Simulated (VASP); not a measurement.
# Si2Ge2Ir (P-6m2) in VASP: further runs, part 2 of 4

VASP 6.6.1. The steps go on from the part before.

## (3) Single point, PBE

This run uses another cell than the first one, of 18.79 Å³/atom.

Input file INCAR:

```
SYSTEM = Si2Ge2Ir
PREC = Accurate ; ENCUT = 500
EDIFF = 1E-6 ; ISMEAR = 0
SIGMA = 0.2 ; LREAL = .FALSE.
LASPH = .TRUE. ; NELM = 120
ALGO = Normal ; ISIF = 2
LWAVE = .FALSE. ; LCHARG = .TRUE.
GGA = PE ; LELF = .TRUE.
LVHAR = .TRUE. ; NBANDS = 30
GGA_COMPAT = .FALSE.
```

Input file KPOINTS:

```
regular mesh
0
G
  5 5 2
  0 0 0
```

Input file POSCAR:

```
Si2Ge2Ir
1.0
    3.6349874951     -0.0000000030      0.0000000000
   -1.8174937450      3.1479915147      0.0000000000
    0.0000000000      0.0000000000      8.2117216027
Si Ge Ir
2 2 1
Direct
    0.0000000000      0.0000000000      0.1589405689
    0.0000000000      0.0000000000      0.8410594311
    0.6666666667      0.3333333333      0.3371529894
    0.6666666667      0.3333333333      0.6628470106
    0.3333333333      0.6666666667      0.0000000000
```

Potentials or basis: VASP PAW PBE potentials, release 64 (Si, Ge_d, Ir).

Launch:

```
> cat potpaw_PBE.64/Si/POTCAR potpaw_PBE.64/Ge_d/POTCAR potpaw_PBE.64/Ir/POTCAR > POTCAR
> mpirun -np 1 vasp_std > vasp.out
```

OUTCAR:

```text
SYSTEM = Si2Ge2Ir
   PREC = Accurate
   ENCUT = 500
   EDIFF = 1E-6
   ISMEAR = 0
   LREAL = .FALSE.
   LASPH = .TRUE.
   NELM = 120
   ISIF = 2
   GGA = PE

 ion  position               nearest neighbor table
   1  0.000  0.000  0.159-   5 2.47   5 2.47   5 2.47   3 2.56   3 2.56   3 2.56   2 2.61
   2  0.000  0.000  0.841-   5 2.47   5 2.47   5 2.47   4 2.56   4 2.56   4 2.56   1 2.61
   3  0.667  0.333  0.337-   1 2.56   1 2.56   1 2.56   4 2.67
   4  0.667  0.333  0.663-   2 2.56   2 2.56   2 2.56   3 2.67
   5  0.333  0.667  0.000-   1 2.47   2 2.47   1 2.47   2 2.47   1 2.47   2 2.47

  LATTYP: Found a hexagonal cell.
 ALAT       =     3.6349874951
 C/A-ratio  =     2.2590783638

  Lattice vectors:

 A1 = (   3.6349874951,  -0.0000000030,   0.0000000000)
 A2 = (  -1.8174937450,   3.1479915147,   0.0000000000)
 A3 = (   0.0000000000,   0.0000000000,   8.2117216027)

Analysis of symmetry for initial positions (statically):
=====================================================================
 Subroutine PRICEL returns:
 Original cell was already a primitive cell.

 Routine SETGRP: Setting up the symmetry group for a
 hexagonal supercell.

 Subroutine GETGRP returns: Found 12 space group operations
 (whereof 12 operations were pure point group operations)
 out of a pool of 24 trial point group operations.

The static configuration has the point symmetry D_3h.

Analysis of symmetry for dynamics (positions and initial velocities):
=====================================================================
 Subroutine PRICEL returns:
 Original cell was already a primitive cell.

 Routine SETGRP: Setting up the symmetry group for a
 hexagonal supercell.

 Subroutine GETGRP returns: Found 12 space group operations
 (whereof 12 operations were pure point group operations)
 out of a pool of 24 trial point group operations.

The dynamic configuration has the point symmetry D_3h.

 Subroutine INISYM returns: Found 12 space group operations
 (whereof 12 operations are pure point group operations),
 and found     1 'primitive' translations

----------------------------------------------------------------------------------------

                                     Primitive cell

  volume of cell :      93.9660

  direct lattice vectors                    reciprocal lattice vectors
     3.634987495 -0.000000003  0.000000000     0.275104110  0.158831432  0.000000000
    -1.817493745  3.147991515  0.000000000     0.000000000  0.317662864  0.000000000
     0.000000000  0.000000000  8.211721603     0.000000000  0.000000000  0.121777144

  length of vectors
     3.634987495  3.634987495  8.211721603     0.317662864  0.317662864  0.121777144

  position of ions in fractional coordinates (direct lattice)
     0.000000000  0.000000000  0.158940569
     0.000000000  0.000000000  0.841059431
     0.666666667  0.333333333  0.337152989
     0.666666667  0.333333333  0.662847011
     0.333333333  0.666666667  0.000000000

  ion indices of the primitive-cell ions
   primitive index   ion index
                 1           1
                 2           2
[... 27 lines left out ...]

 Found     10 irreducible k-points:

 Following reciprocal coordinates:
            Coordinates               Weight
  0.000000  0.000000  0.000000      1.000000
  0.200000 -0.000000  0.000000      6.000000
  0.400000 -0.000000  0.000000      6.000000
  0.200000  0.200000  0.000000      6.000000
  0.400000  0.200000  0.000000      6.000000
  0.000000  0.000000  0.500000      1.000000
  0.200000 -0.000000  0.500000      6.000000
  0.400000 -0.000000  0.500000      6.000000
  0.200000  0.200000  0.500000      6.000000
  0.400000  0.200000  0.500000      6.000000
   k-points           NKPTS =     10   k-points in BZ     NKDIM =     10   number of bands    NBANDS=     30
   number of dos      NEDOS =    301   number of ions     NIONS =      5
   total plane-waves  NPLWV =  47040
   dimension x,y,z NGX =    28 NGY =   28 NGZ =   60
   dimension x,y,z NGXF=    56 NGYF=   56 NGZF=  120
   ions per type =               2   2   1
   NGX,Y,Z   is equivalent  to a cutoff of  12.81, 12.81, 12.15 a.u.
   NGXF,Y,Z  is equivalent  to a cutoff of  25.61, 25.61, 24.29 a.u.
 SYSTEM =  Si2Ge2Ir
   PREC   = accura    normal or accurate (medium, high low for compatibility)
   ISTART =      0    job   : 0-new  1-cont  2-samecut
   ICHARG =      2    charge: 1-file 2-atom 10-const
   ISPIN  =      1    spin polarized calculation?
   LNONCOLLINEAR =      F non collinear calculations
   LSORBIT =      F    spin-orbit coupling
   LASPH  =      T    aspherical Exc in radial PAW
   ENCUT  =  500.0 eV  36.75 Ry    6.06 a.u.   6.63  6.63 14.97*2*pi/ulx,y,z
   NELM   =    120;   NELMIN=  2; NELMDL= -5     # of ELM steps
   EDIFF  = 0.1E-05   stopping-criterion for ELM
   LREAL  =      F    real-space projection
   EDIFFG = 0.1E-04   stopping-criterion for IOM
   NSW    =      0    number of steps for IOM
   IBRION =     -1    ionic relax: 0-MD 1-quasi-New 2-CG
   NFREE  =      0    steps in history (QN), initial steepest desc. (CG)
   ISIF   =      2    stress and relaxation
   ISYM   =      2    0-nonsym 1-usesym 2-fastsym
   POTIM  = 0.5000    time-step for ionic-motion
   TEBEG  =    0.0;   TEEND  =   0.0 temperature during run
   PSTRESS=    0.0 pullay stress
   NELECT =      45.0000    total number of electrons
   NUPDOWN=      -1.0000    fix difference up-down
   EMIN   =  10.00;   EMAX   =-10.00  energy-range for DOS
   EFERMI =   0.00;   METHOD = LEGACY
   ISMEAR =     0;   SIGMA  =   0.20  broadening in eV -4-tet -1-fermi 0-gaus
   EFERMI_NEDOS =   21; number of points for ismear=-14 and -15
   IALGO  =     38    algorithm
   IMIX   =      4    mixing-type and parameters
     AMIX     =   0.40;   BMIX     =  1.00
     AMIX_MAG =   1.60;   BMIX_MAG =  1.00
  volume/ion in A,a.u.               =      18.79       126.82
  Fermi-wavevector in a.u.,A,eV,Ry     =   1.280822  2.420403 22.320425  1.640505
  Thomas-Fermi vector in A             =   2.413228
   LORBIT       =      0    0 simple, 1 ext, 2 COOP (PROOUT), +10 PAW based schemes
   GGA     = PE    functional components
   LHFCALC =     F    Hartree Fock is set to
   AEXX    =    0.0000 exact exchange contribution
   IVDW    =     0    specifies the selected vdW correction
   LEPSILON=     F    determine dielectric tensor
   LRPA    =     F    only Hartree local field effects (RPA)
 non-spin polarized calculation
 Gauss-broadening in eV      SIGMA  =   0.20
  energy-cutoff  :      500.00
  volume of cell :       93.97
 maximum number of plane-waves:      2430
 NGX is ok and might be reduce to    28
   NGX = 13   NGY = 13   NGZ = 29

 number of electron      45.0000004 magnetization

 Free energy of the ion-electron system (eV)
  ---------------------------------------------------
  ext. energy  EPLUGINS =         0.00000000
  ---------------------------------------------------
  free energy    TOTEN  =       -28.13876434 eV

  energy without entropy =      -28.09782553  energy(sigma->0) =      -28.11829493

 E-fermi :   6.7037     XC(G=0): -10.7350

 val. band max:        6.6865328500   @ k =   0.4000   0.2000   0.5000
 cond. band min:       6.8047903044   @ k =   0.4000   0.2000   0.0000
 fundamental gap:      0.1182574544
 Fermi energy:         6.7036673930

 k-point     1 :       0.0000    0.0000    0.0000
  band No.  band energies     occupation
      1     -18.1068      2.00000
      2     -18.0732      2.00000
      3     -18.0732      2.00000
      4     -18.0581      2.00000
      5     -18.0581      2.00000
      6     -18.0552      2.00000
[... 319 lines left out ...]
     29      12.1818      0.00000
     30      12.6502      0.00000

------------------------ aborting loop because EDIFF is reached ----------------------------------------

  FORCE on cell =-STRESS in cart. coord.  units (eV):
  Direction    XX          YY          ZZ          XY          YZ          ZX
  --------------------------------------------------------------------------------------
  -------------------------------------------------------------------------------------
  Total        0.0845780      0.0845780      0.2667262     -0.0000000      0.0000000      0.0000000
  in kB        1.4421062      1.4421062      4.5478443     -0.0000000      0.0000000      0.0000000
  external PRESSURE =       2.4773522 kB  Pullay stress =       0.0000000 kB

 VOLUME and BASIS-vectors are now :
 -----------------------------------------------------------------------------
  energy-cutoff  :      500.00
  volume of cell :       93.97
      direct lattice vectors                 reciprocal lattice vectors
     3.634987495 -0.000000003  0.000000000     0.275104110  0.158831432  0.000000000
    -1.817493745  3.147991515  0.000000000     0.000000000  0.317662864  0.000000000
     0.000000000  0.000000000  8.211721603     0.000000000  0.000000000  0.121777144

 POSITION                                       TOTAL-FORCE (eV/Angst)
 -----------------------------------------------------------------------------------
      0.00000      0.00000      1.30518        -0.000000      0.000000      0.029873
      0.00000      0.00000      6.90655        -0.000000      0.000000     -0.029873
      1.81749      1.04933      2.76861         0.000000     -0.000000      0.002988
      1.81749      1.04933      5.44312        -0.000000     -0.000000     -0.002988
      0.00000      2.09866      0.00000        -0.000000      0.000000     -0.000000
 -----------------------------------------------------------------------------------
    total drift:                               -0.000002      0.000001      0.000000

  FREE ENERGIE OF THE ION-ELECTRON SYSTEM (eV)
  ---------------------------------------------------
  free  energy   TOTEN  =       -28.1387643422 eV

  energy  without entropy=      -28.0978255261  energy(sigma->0) =      -28.11829493
```

Wall time 49 s (1 thread of Intel Xeon 8259CL, shared host); peak memory 0.21 GiB.

What came out:

```
Free energy            : -28.1388 eV
Pressure               : 0.2 GPa
Largest force          : 0.030 eV/Å
Band gap on the k mesh : zero (an odd number of electrons rules out a gap without spin polarisation)
```

Forces in eV/Å, atoms in the order of the input:
```
Si   0.000  0.000  0.030
Si   0.000  0.000 -0.030
Ge   0.000  0.000  0.003
Ge   0.000  0.000 -0.003
Ir   0.000  0.000  0.000
```

Stress tensor (GPa, compression positive):
```
0.14 0.00 0.00
0.00 0.14 0.00
0.00 0.00 0.45
```

Levels at points of the mesh, in eV from the Fermi level:
| k point | band 18 | band 19 | band 20 | band 21 | band 22 | band 23 | band 24 | band 25 | band 26 | band 27 |
| --- | --- | --- | --- | --- | --- | --- | --- | --- | --- | --- |
| (0.00, 0.00, 0.00) | -3.09 | -3.09 | -0.71 | 1.43 | 1.43 | 1.52 | 1.52 | 3.22 | 3.60 | 3.60 |
| (0.00, 0.00, 0.50) | -3.09 | -2.72 | 0.95 | 0.95 | 1.19 | 2.19 | 2.19 | 2.30 | 3.45 | 3.82 |

Caveat: the k points lie up to 0.40 Å⁻¹ apart, too coarse for converged energies and pressures of a metal; spin-orbit coupling is left out, which moves the levels of the heavy elements.

(Continued in part 3 of 4.)
